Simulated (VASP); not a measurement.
Write the native input for VASP 6.6.1 that does the following.

- Task: single point
- Functional: PBEsol
- Potentials or basis: VASP PAW PBE potentials, release 64 (C)
- Cutoff: 520 eV
- k mesh: 12 × 12 × 2
- Occupations: fermi-dirac, width 0.05 eV
- Spin: no spin polarisation
- Dipole correction: no
- Further INCAR settings: ALGO = Normal; EDIFF = 1e-07; NBANDS = 16

The structure of C lies in POSCAR:

```
C
1.0
    2.5044010599      0.0000000000      0.0000000000
   -1.2522005300      2.1688749392      0.0000000000
    0.0000000000      0.0000000000     24.6072952438
C
4
Direct
    0.6666666667      0.3333333333      0.5704754400
    0.3333333333      0.6666666667      0.4295245600
    0.0000000000      0.0000000000      0.4295312300
    0.0000000000      0.0000000000      0.5704687700
```

The input as run:

INCAR

```
SYSTEM = C
PREC = Accurate
ENCUT = 520
EDIFF = 1E-7
ISMEAR = -1
SIGMA = 0.05
LREAL = .FALSE.
LASPH = .TRUE.
NELM = 100
ALGO = Normal
ISIF = 2
LWAVE = .FALSE.
LCHARG = .FALSE.
GGA = PS
NBANDS = 16
```

KPOINTS

```
Automatic mesh
0
G
  12 12 2
  0 0 0
```

Potentials or basis: VASP PAW PBE potentials, release 64 (C).

Run with:

```bash
$ cat potpaw_PBE.64/C/POTCAR > POTCAR
$ mpirun -np 1 vasp_std > vasp.out
```

It gave:

```yaml
Largest_force: 0.015 eV/Å
Band_gap_on_the_k_mesh: zero (filled and empty bands touch)
```

Caveat: the PAW data sets were made with another functional, which shifts forces and pressure a little.

Run time: 84 s on 1 thread of Intel(R) Xeon(R) Platinum 8375C CPU @ 2.90GHz (Ice Lake) (shared host), peak memory 0.27 GiB.
